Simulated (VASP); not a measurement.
# ZnAu (P4/mmm) in VASP: single point with PBEsol

Aim: the single point of ZnAu with PBEsol.

Everything below comes from runs of VASP 6.6.1. Logs are shortened: lines on timing, memory, paths and dates and some standing lists are left out, and cuts for length are marked.

### Step 1. The cell of the first run

The structure is tetragonal, space group P4/mmm (No. 123). Conventional cell: a = 3.226 Å, b = 3.226 Å, c = 3.068 Å, α = 90.00°, β = 90.00°, γ = 90.00°. Zn (site symmetry 4/mmm) has 8 Au at 2.75 Å and 6 Zn at 3.07 to 3.23 Å within 3.6 Å. Within 3.6 Å of Au (site symmetry 4/mmm) lie 8 Zn at 2.75 Å and 6 Au at 3.07 to 3.23 Å.

### Step 2. Single point, PBEsol (strain +0.025 along x and y, -0.025 along z)

File INCAR:

```
PREC = Accurate ; ENCUT = 520
EDIFF = 1E-6 ; ISMEAR = 0
SIGMA = 0.15 ; LREAL = F
LASPH = T ; NELM = 100
ALGO = Fast ; ISIF = 2
LWAVE = F ; LCHARG = T
GGA = PS ; LELF = T
LVHAR = T ; NBANDS = 18
```

File KPOINTS:

```
Automatic mesh
0
Gamma
  16 16 16
```

File POSCAR:

```
ZnAu
1.0
    3.2256750000      0.0000000000      0.0000000000
    0.0000000000      3.2256750000      0.0000000000
    0.0000000000      0.0000000000      3.0683250000
Zn Au
1 1
Direct
    0.5000000000      0.5000000000      0.5000000000
    0.0000000000      0.0000000000      0.0000000000
```

Potentials or basis: VASP PAW PBE potentials, release 64 (Zn, Au).

Launch:

```console
$ cat potpaw_PBE.64/Zn/POTCAR potpaw_PBE.64/Au/POTCAR > POTCAR
$ mpirun -np 1 vasp_std > vasp.out
```

OUTCAR:

```text
PREC = Accurate
   ENCUT = 520
   EDIFF = 1E-6
   ISMEAR = 0
   LREAL = F
   LASPH = T
   NELM = 100
   ISIF = 2
   GGA = PS

 ion  position               nearest neighbor table
   1  0.500  0.500  0.500-   2 2.75   2 2.75   2 2.75   2 2.75   2 2.75   2 2.75   2 2.75   2 2.75

   2  0.000  0.000  0.000-   1 2.75   1 2.75   1 2.75   1 2.75   1 2.75   1 2.75   1 2.75   1 2.75

  LATTYP: Found a simple tetragonal cell.
 ALAT       =     3.2256750000
 C/A-ratio  =     0.9512195122

  Lattice vectors:

 A1 = (   3.2256750000,   0.0000000000,   0.0000000000)
 A2 = (   0.0000000000,   3.2256750000,   0.0000000000)
 A3 = (   0.0000000000,   0.0000000000,   3.0683250000)

Analysis of symmetry for initial positions (statically):
=====================================================================
 Subroutine PRICEL returns:
 Original cell was already a primitive cell.

 Routine SETGRP: Setting up the symmetry group for a
 simple tetragonal supercell.

 Subroutine GETGRP returns: Found 16 space group operations
 (whereof 16 operations were pure point group operations)
 out of a pool of 16 trial point group operations.

The static configuration has the point symmetry D_4h.

Analysis of symmetry for dynamics (positions and initial velocities):
=====================================================================
 Subroutine PRICEL returns:
 Original cell was already a primitive cell.

 Routine SETGRP: Setting up the symmetry group for a
 simple tetragonal supercell.

 Subroutine GETGRP returns: Found 16 space group operations
 (whereof 16 operations were pure point group operations)
 out of a pool of 16 trial point group operations.

The dynamic configuration has the point symmetry D_4h.

 Subroutine INISYM returns: Found 16 space group operations
 (whereof 16 operations are pure point group operations),
 and found     1 'primitive' translations

----------------------------------------------------------------------------------------

                                     Primitive cell

  volume of cell :      31.9259

  direct lattice vectors                    reciprocal lattice vectors
     3.225675000  0.000000000  0.000000000     0.310012633  0.000000000  0.000000000
     0.000000000  3.225675000  0.000000000     0.000000000  0.310012633  0.000000000
     0.000000000  0.000000000  3.068325000     0.000000000  0.000000000  0.325910717

  length of vectors
     3.225675000  3.225675000  3.068325000     0.310012633  0.310012633  0.325910717

  position of ions in fractional coordinates (direct lattice)
     0.500000000  0.500000000  0.500000000
     0.000000000  0.000000000  0.000000000

  ion indices of the primitive-cell ions
   primitive index   ion index
                 1           1
                 2           2

----------------------------------------------------------------------------------------

 KPOINTS: Automatic mesh

Automatic generation of k-mesh.
 Grid dimensions read from file:
 generate k-points for:   16   16   16

 Generating k-lattice:

  Cartesian coordinates                     Fractional coordinates (reciprocal lattice)
     0.019375790  0.000000000  0.000000000     0.062500000  0.000000000  0.000000000
     0.000000000  0.019375790  0.000000000     0.000000000  0.062500000  0.000000000
     0.000000000  0.000000000  0.020369420     0.000000000  0.000000000  0.062500000

  Length of vectors
     0.019375790  0.019375790  0.020369420

  Shift w.r.t. Gamma in fractional coordinates (k-lattice)
     0.000000000  0.000000000  0.000000000

 Subroutine IBZKPT returns following result:
 ===========================================

 Found    405 irreducible k-points:

 Following reciprocal coordinates:
            Coordinates               Weight
  0.000000  0.000000  0.000000      1.000000
  0.062500  0.000000  0.000000      4.000000
  0.125000  0.000000  0.000000      4.000000
  0.187500  0.000000  0.000000      4.000000
  0.250000  0.000000  0.000000      4.000000
  0.312500  0.000000  0.000000      4.000000
[... 16 lines left out ...]
  0.437500  0.125000  0.000000      8.000000
  0.500000  0.125000  0.000000      4.000000
 [... further k-points ...]
   k-points           NKPTS =    405   k-points in BZ     NKDIM =    405   number of bands    NBANDS=     18
   number of dos      NEDOS =    301   number of ions     NIONS =      2
   total plane-waves  NPLWV =  13824
   dimension x,y,z NGX =    24 NGY =   24 NGZ =   24
   dimension x,y,z NGXF=    48 NGYF=   48 NGZF=   48
   ions per type =               1   1
   NGX,Y,Z   is equivalent  to a cutoff of  12.37, 12.37, 13.00 a.u.
   NGXF,Y,Z  is equivalent  to a cutoff of  24.74, 24.74, 26.01 a.u.
 SYSTEM =  unknown system
   PREC   = accura    normal or accurate (medium, high low for compatibility)
   ISTART =      0    job   : 0-new  1-cont  2-samecut
   ICHARG =      2    charge: 1-file 2-atom 10-const
   ISPIN  =      1    spin polarized calculation?
   LNONCOLLINEAR =      F non collinear calculations
   LSORBIT =      F    spin-orbit coupling
   LASPH  =      T    aspherical Exc in radial PAW
   ENCUT  =  520.0 eV  38.22 Ry    6.18 a.u.   6.00  6.00  5.71*2*pi/ulx,y,z
   NELM   =    100;   NELMIN=  2; NELMDL= -5     # of ELM steps
   EDIFF  = 0.1E-05   stopping-criterion for ELM
   LREAL  =      F    real-space projection
   EDIFFG = 0.1E-04   stopping-criterion for IOM
   NSW    =      0    number of steps for IOM
   IBRION =     -1    ionic relax: 0-MD 1-quasi-New 2-CG
   NFREE  =      0    steps in history (QN), initial steepest desc. (CG)
   ISIF   =      2    stress and relaxation
   ISYM   =      2    0-nonsym 1-usesym 2-fastsym
   POTIM  = 0.5000    time-step for ionic-motion
   TEBEG  =    0.0;   TEEND  =   0.0 temperature during run
   PSTRESS=    0.0 pullay stress
   NELECT =      23.0000    total number of electrons
   NUPDOWN=      -1.0000    fix difference up-down
   EMIN   =  10.00;   EMAX   =-10.00  energy-range for DOS
   EFERMI =   0.00;   METHOD = LEGACY
   ISMEAR =     0;   SIGMA  =   0.15  broadening in eV -4-tet -1-fermi 0-gaus
   EFERMI_NEDOS =   21; number of points for ismear=-14 and -15
   IALGO  =     68    algorithm
   IMIX   =      4    mixing-type and parameters
     AMIX     =   0.40;   BMIX     =  1.00
     AMIX_MAG =   1.60;   BMIX_MAG =  1.00
  volume/ion in A,a.u.               =      15.96       107.72
  Fermi-wavevector in a.u.,A,eV,Ry     =   1.467585  2.773333 29.304304  2.153806
  Thomas-Fermi vector in A             =   2.583185
   LORBIT       =      0    0 simple, 1 ext, 2 COOP (PROOUT), +10 PAW based schemes
   GGA     = PS    functional components
   LHFCALC =     F    Hartree Fock is set to
   AEXX    =    0.0000 exact exchange contribution
   IVDW    =     0    specifies the selected vdW correction
   LEPSILON=     F    determine dielectric tensor
   LRPA    =     F    only Hartree local field effects (RPA)
 non-spin polarized calculation
 RMM-DIIS sequential band-by-band and
 Gauss-broadening in eV      SIGMA  =   0.15
  energy-cutoff  :      520.00
  volume of cell :       31.93
 maximum number of plane-waves:       880
 NGX is ok and might be reduce to    24
   NGX = 11   NGY = 11   NGZ = 11

 number of electron      23.0000012 magnetization

 Free energy of the ion-electron system (eV)
  ---------------------------------------------------
  ext. energy  EPLUGINS =         0.00000000
  ---------------------------------------------------
  free energy    TOTEN  =        -5.93462543 eV

  energy without entropy =       -5.92972876  energy(sigma->0) =       -5.93217710

 E-fermi :   6.5926     XC(G=0): -12.3980

 val. band max:        6.5857178800   @ k =   0.0625   0.0000   0.3125
 cond. band min:       6.6299910763   @ k =   0.4375   0.1875   0.4375
 fundamental gap:      0.0442731963
 Fermi energy:         6.5926132531

 k-point     1 :       0.0000    0.0000    0.0000
  band No.  band energies     occupation
      1      -3.8211      2.00000
      2      -1.3665      2.00000
      3      -1.3657      2.00000
      4      -0.7720      2.00000
      5      -0.6881      2.00000
      6      -0.6881      2.00000
[... 10 lines left out ...]
     17      19.0623      0.00000
     18      24.4377      0.00000

 k-point     2 :       0.0625    0.0000    0.0000
  band No.  band energies     occupation
      1      -3.7553      2.00000
      2      -1.3523      2.00000
      3      -1.3478      2.00000
      4      -0.7715      2.00000
      5      -0.6884      2.00000
      6      -0.6833      2.00000
[... 10 lines left out ...]
     17      19.0416      0.00000
     18      24.3759      0.00000

 k-point     3 :       0.1250    0.0000    0.0000
  band No.  band energies     occupation
      1      -3.5598      2.00000
      2      -1.3131      2.00000
      3      -1.2951      2.00000
      4      -0.7701      2.00000
      5      -0.6893      2.00000
      6      -0.6695      2.00000
[... 10 lines left out ...]
     17      19.4741      0.00000
     18      24.0992      0.00000

 k-point     4 :       0.1875    0.0000    0.0000
  band No.  band energies     occupation
      1      -3.2409      2.00000
      2      -1.2525      2.00000
      3      -1.2164      2.00000
      4      -0.7670      2.00000
      5      -0.6902      2.00000
      6      -0.6486      2.00000
[... 375 lines left out ...]
      4      -0.7374      2.00000
      5      -0.6104      2.00000
      6      -0.5979      2.00000
[... 10 lines left out ...]
     17      19.5655      0.00000
     18      20.9508      0.00000

 k-point    23 :       0.4375    0.1250    0.0000
  band No.  band energies     occupation
      1      -1.2845      2.00000
      2      -1.0471      2.00000
      3      -0.8768      2.00000
      4      -0.7286      2.00000
      5      -0.6193      2.00000
      6      -0.3880      2.00000
[... 10 lines left out ...]
     17      19.7466      0.00000
     18      19.9266      0.00000

 k-point    24 :       0.5000    0.1250    0.0000
  band No.  band energies     occupation
      1      -1.1193      2.00000
      2      -1.0894      2.00000
      3      -0.8703      2.00000
      4      -0.7242      2.00000
      5      -0.6239      2.00000
      6      -0.2272      2.00000
[... 10 lines left out ...]
     17      18.8825      0.00000
     18      20.2002      0.00000

 [... further k-points ...]
[... 5 lines left out ...]
  --------------------------------------------------------------------------------------
  -------------------------------------------------------------------------------------
  Total       -1.0425486     -1.0425486     -0.9875114      0.0000000     -0.0000000      0.0000000
  in kB      -52.3195870    -52.3195870    -49.5575818      0.0000000     -0.0000000      0.0000000
  external PRESSURE =     -51.3989186 kB  Pullay stress =       0.0000000 kB

 VOLUME and BASIS-vectors are now :
 -----------------------------------------------------------------------------
  energy-cutoff  :      520.00
  volume of cell :       31.93
      direct lattice vectors                 reciprocal lattice vectors
     3.225675000  0.000000000  0.000000000     0.310012633  0.000000000  0.000000000
     0.000000000  3.225675000  0.000000000     0.000000000  0.310012633  0.000000000
     0.000000000  0.000000000  3.068325000     0.000000000  0.000000000  0.325910717

 POSITION                                       TOTAL-FORCE (eV/Angst)
 -----------------------------------------------------------------------------------
      1.61284      1.61284      1.53416         0.000000      0.000000      0.000000
      0.00000      0.00000      0.00000         0.000000      0.000000      0.000000
 -----------------------------------------------------------------------------------
    total drift:                                0.000000      0.000000     -0.000000

  FREE ENERGIE OF THE ION-ELECTRON SYSTEM (eV)
  ---------------------------------------------------
  free  energy   TOTEN  =        -5.9346254342 eV

  energy  without entropy=       -5.9297287644  energy(sigma->0) =       -5.93217710
```

Wall time 2.2 min (1 thread of Intel Xeon 8259CL, shared host); peak memory 0.35 GiB.

What came out:

```yaml
Free_energy: -5.9346 eV
Pressure: -5.1 GPa
Band_gap_on_the_k_mesh: zero (an odd number of electrons rules out a gap without spin polarisation)
```

Stress tensor (GPa, compression positive):
```
-5.23  0.00  0.00
 0.00 -5.23  0.00
 0.00  0.00 -4.96
```

Caveat: the cell differs from its parent crystal (strain +0.025 along x and y, -0.025 along z); the cell stands under tension; the PAW data sets were made with another functional, which shifts forces and pressure a little; spin-orbit coupling is left out, which moves the levels of the heavy elements.

The gap in the log of VASP goes by the Fermi energy; the results here count the filled bands.